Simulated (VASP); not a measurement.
# Li32S15 (a cell with a defect) in VASP: notebook, part 2 of 3

VASP 6.6.1. Earlier steps stand in the parts before.

## (3) Single point, PBEsol, collinear spin (atoms taken out, then relaxed in part)

INCAR reads:

```
ALGO     = Normal         # electronic algorithm
EDIFF    = 1E-6           # SCF threshold, eV
ENCUT    = 650            # plane-wave cutoff, eV
GGA      = PS             # functional
GGA_COMPAT= F            
ISIF     = 2              # what is computed and relaxed
ISMEAR   = 0              # smearing method
ISPIN    = 2              # spin polarisation
KPAR     = 2            
LASPH    = T              # aspherical terms in the spheres
LCHARG   = F              # write CHGCAR
LORBIT   = 11             # projections on sites
LREAL    = Auto         
LWAVE    = F              # write WAVECAR
MAGMOM   = 0 0 0 0.375 0.375 0 0.375 0 0 0 0.375 0 0 0 0 0 0.375 0 0.375 0.375 0 0 0 0 0 0 0 0.375 0 0 0 0 0 0 0 0 0 0 0 0 0 0 0 0 0 0 0 # initial moments
NBANDS   = 126            # bands
NCORE    = 2            
NELECT   = 185.0        
NELM     = 200            # most SCF steps
PREC     = Accurate       # precision mode
SIGMA    = 0.01           # smearing width, eV
```

KPOINTS reads:

```
Automatic mesh
0
Gamma
  2 2 2
  0.5 0.5 0.5
```

POSCAR reads:

```
Li32S15
1.0
   -5.6548817418     -5.6548817418      5.6548817418
    5.6548817418     -5.6548817418     -5.6548817418
    5.6548817418      5.6548817418      5.6548817418
Li S
32 15
Direct
    0.2500000000      0.7520758480      0.7506021206
   -0.0020758480      0.7485262725     -0.0020758480
    0.5020758480      0.5000000000      0.7506021206
    0.2500000000      0.5000000000     -0.0176652710
   -0.0176652710      0.5000000000      0.2500000000
    0.7506021206      0.7520758480      0.2500000000
    0.5176652710      0.7676652710      0.5176652710
    0.0014737275     -0.0006021206      0.7493978794
    0.7493978794      0.2514737275      0.7493978794
    0.4985262725      0.2479241520     -0.0020758480
    0.2500000000      0.2323347290      0.2500000000
   -0.0020758480      0.2479241520      0.4985262725
    0.7506021206      0.5000000000      0.5020758480
    0.7493978794     -0.0006021206      0.0014737275
    0.5020758480      0.0006021206      0.2500000000
    0.2500000000      0.0006021206      0.5020758480
    0.2500000000      0.7676652710      0.2500000000
    0.0014737275      0.7520758480      0.5020758480
    0.5176652710      0.5000000000      0.2500000000
    0.2500000000      0.5000000000      0.5176652710
   -0.0020758480      0.5000000000      0.7493978794
    0.7506021206      0.7485262725      0.7506021206
    0.5020758480      0.7520758480      0.0014737275
   -0.0020758480     -0.0006021206      0.2500000000
    0.7493978794      0.2479241520      0.2500000000
    0.5020758480      0.2514737275      0.5020758480
    0.2500000000      0.2479241520      0.7493978794
   -0.0176652710      0.2323347290     -0.0176652710
    0.7493978794      0.5000000000     -0.0020758480
    0.7506021206      0.0006021206      0.4985262725
    0.4985262725      0.0006021206      0.7506021206
    0.2500000000     -0.0006021206     -0.0020758480
    0.0004480092      0.5000000000      0.4995519908
    0.4995519908      0.2504480092      0.2500000000
    0.2500000000      0.2504480092      0.4995519908
    0.0004480092      0.2504480092      0.7508960184
    0.7500000000      0.5000000000      0.7500000000
    0.4995519908      0.5000000000      0.0004480092
    1.0004480092      0.7495519908      0.2500000000
    0.7500000000      0.0000000000      0.2500000000
    0.4995519908     -0.0008960184      0.4995519908
    0.2500000000      0.0000000000      0.7500000000
    0.0004480092      0.0008960184      0.0004480092
    0.7508960184      0.2504480092      0.0004480092
    0.7491039816      0.7495519908      0.4995519908
    0.4995519908      0.7495519908      0.7491039816
    0.2500000000      0.7495519908      0.0004480092
```

Potentials or basis: VASP PAW PBE potentials, release 64 (Li_sv, S).

The run is started by

```console
cat potpaw_PBE.64/Li_sv/POTCAR potpaw_PBE.64/S/POTCAR > POTCAR
mpirun -np 4 vasp_std > vasp.out
```

Run time: 11 min. Hardware: 4 MPI ranks of Intel Xeon Platinum 8259CL at 2.50GHz (Skylake/Cascade Lake), shared host; peak memory 0.94 GiB.

Results (log left out):

| Item | Value |
| --- | --- |
| Free energy | -192.5659 eV |
| Largest force | 0.019 eV/Å |
| Net moment | 1.00 μB per cell |
| Valence electrons inside the program's atomic spheres | Li 2.09; S 3.77 |

Forces in eV/Å, atoms in the order of the input:
```
Li   0.009  0.008  0.008
Li   0.008 -0.008 -0.009
Li   0.008  0.008  0.009
Li   0.011  0.011  0.011
Li  -0.011 -0.011  0.011
Li  -0.008 -0.009  0.008
Li  -0.011  0.011 -0.011
Li  -0.009  0.008 -0.008
Li  -0.008  0.008 -0.009
Li  -0.009 -0.008  0.008
Li   0.011 -0.011 -0.011
Li   0.008  0.009  0.008
Li  -0.008 -0.008  0.009
Li  -0.008  0.009 -0.008
Li   0.008 -0.009 -0.008
Li   0.009 -0.008 -0.008
Li  -0.011  0.011  0.011
Li   0.009  0.008 -0.008
Li   0.011  0.011 -0.011
Li  -0.011 -0.011 -0.011
Li  -0.008 -0.008 -0.009
Li   0.008 -0.008  0.009
Li  -0.008 -0.009 -0.008
Li  -0.008  0.009  0.008
Li   0.008  0.009 -0.008
Li  -0.008  0.008  0.009
Li  -0.009 -0.008 -0.008
Li   0.011 -0.011  0.011
Li   0.008  0.008 -0.009
Li   0.008 -0.009  0.008
Li   0.009 -0.008  0.008
Li  -0.009  0.008  0.008
S    0.002  0.002  0.000
S   -0.002  0.000  0.002
S    0.000  0.002  0.002
S   -0.002  0.000 -0.002
S    0.000  0.000  0.000
S   -0.002 -0.002  0.000
S    0.002  0.000 -0.002
S    0.000  0.000  0.000
S    0.002 -0.002  0.000
S    0.000  0.000  0.000
S   -0.002  0.002  0.000
S    0.000  0.002 -0.002
S    0.000 -0.002  0.002
S    0.002  0.000  0.002
S    0.000 -0.002 -0.002
```

Levels at points of the mesh, in eV from the Fermi level:
Spin up:
```csv
k point,band 91,band 92,band 93,band 94,band 95,band 96
"(0.25, 0.25, 0.25)",-2.03,-2.03,-0.13,2.34,2.34,2.34
```
Spin down:
```csv
k point,band 90,band 91,band 92,band 93,band 94,band 95
"(0.25, 0.25, 0.25)",-2.02,-2.02,-2.02,0.97,2.66,2.66
```

Caveat: the cell carries a net charge on a neutralising background, which shifts energy and pressure; the cell differs from its parent crystal (atoms taken out, then relaxed in part); the cell is charged against a uniform background, so pressure and absolute levels hang on convention; the PAW data sets were made with another functional, which shifts forces and pressure a little.

## (4) Single point, PBEsol, collinear spin (atoms taken out, then relaxed in part)

INCAR reads:

```
PREC     = Accurate       # precision mode
ENCUT    = 650            # plane-wave cutoff, eV
EDIFF    = 1E-6           # SCF threshold, eV
ISMEAR   = 0              # smearing method
SIGMA    = 0.01           # smearing width, eV
LREAL    = Auto         
LASPH    = T              # aspherical terms in the spheres
NELM     = 200            # most SCF steps
ALGO     = Normal         # electronic algorithm
ISIF     = 2              # what is computed and relaxed
LWAVE    = F              # write WAVECAR
LCHARG   = F              # write CHGCAR
ISPIN    = 2              # spin polarisation
MAGMOM   = 0 0 0 0.125 0.125 0 0.125 0 0 0 0.125 0 0 0 0 0 0.125 0 0.125 0.125 0 0 0 0 0 0 0 0.125 0 0 0 0 0 0 0 0 0 0 0 0 0 0 0 0 0 0 0 # initial moments
LORBIT   = 11             # projections on sites
GGA      = PS             # functional
NELECT   = 185.0        
NBANDS   = 126            # bands
GGA_COMPAT= F            
KPAR     = 2            
NCORE    = 2
```

KPOINTS is that of step 3.

POSCAR is that of step 3.

The run is started by

```console
cat potpaw_PBE.64/Li_sv/POTCAR potpaw_PBE.64/S/POTCAR > POTCAR
mpirun -np 4 vasp_std > vasp.out
```

Run time: 8.3 min. Hardware: 4 MPI ranks of Intel Xeon Platinum 8124M at 3.00GHz (Skylake/Cascade Lake), shared host; peak memory 0.96 GiB.

Results (log left out):

```
Free energy                                           : -192.5659 eV
Largest force                                         : 0.019 eV/Å
Net moment                                            : 1.00 μB per cell
Valence electrons inside the program's atomic spheres : Li 2.09; S 3.77
```

Forces in eV/Å, atoms in the order of the input:
```
Li   0.009  0.008  0.008
Li   0.008 -0.008 -0.009
Li   0.008  0.008  0.009
Li   0.011  0.011  0.011
Li  -0.011 -0.011  0.011
Li  -0.008 -0.009  0.008
Li  -0.011  0.011 -0.011
Li  -0.009  0.008 -0.008
Li  -0.008  0.008 -0.009
Li  -0.009 -0.008  0.008
Li   0.011 -0.011 -0.011
Li   0.008  0.009  0.008
Li  -0.008 -0.008  0.009
Li  -0.008  0.009 -0.008
Li   0.008 -0.009 -0.008
Li   0.009 -0.008 -0.008
Li  -0.011  0.011  0.011
Li   0.009  0.008 -0.008
Li   0.011  0.011 -0.011
Li  -0.011 -0.011 -0.011
Li  -0.008 -0.008 -0.009
Li   0.008 -0.008  0.009
Li  -0.008 -0.009 -0.008
Li  -0.008  0.009  0.008
Li   0.008  0.009 -0.008
Li  -0.008  0.008  0.009
Li  -0.009 -0.008 -0.008
Li   0.011 -0.011  0.011
Li   0.008  0.008 -0.009
Li   0.008 -0.009  0.008
Li   0.009 -0.008  0.008
Li  -0.009  0.008  0.008
S    0.002  0.002  0.000
S   -0.002  0.000  0.002
S    0.000  0.002  0.002
S   -0.002  0.000 -0.002
S    0.000  0.000  0.000
S   -0.002 -0.002  0.000
S    0.002  0.000 -0.002
S    0.000  0.000  0.000
S    0.002 -0.002  0.000
S    0.000  0.000  0.000
S   -0.002  0.002  0.000
S    0.000  0.002 -0.002
S    0.000 -0.002  0.002
S    0.002  0.000  0.002
S    0.000 -0.002 -0.002
```

Levels at points of the mesh, in eV from the Fermi level:
Spin up:
| k point | band 89 | band 90 | band 91 | band 92 | band 93 | band 94 | band 95 | band 96 | band 97 | band 98 |
| --- | --- | --- | --- | --- | --- | --- | --- | --- | --- | --- |
| (0.25, 0.25, 0.25) | -2.00 | -1.99 | -1.99 | -1.99 | -0.09 | 2.38 | 2.38 | 2.38 | 3.09 | 3.09 |
Spin down:
| k point | band 89 | band 90 | band 91 | band 92 | band 93 | band 94 | band 95 | band 96 |
| --- | --- | --- | --- | --- | --- | --- | --- | --- |
| (0.25, 0.25, 0.25) | -1.99 | -1.98 | -1.98 | -1.98 | 1.00 | 2.70 | 2.70 | 2.70 |

Caveat: the cell carries a net charge on a neutralising background, which shifts energy and pressure; the cell differs from its parent crystal (atoms taken out, then relaxed in part); the cell is charged against a uniform background, so pressure and absolute levels hang on convention; the PAW data sets were made with another functional, which shifts forces and pressure a little.

(Part 2 of 3 ends here.)
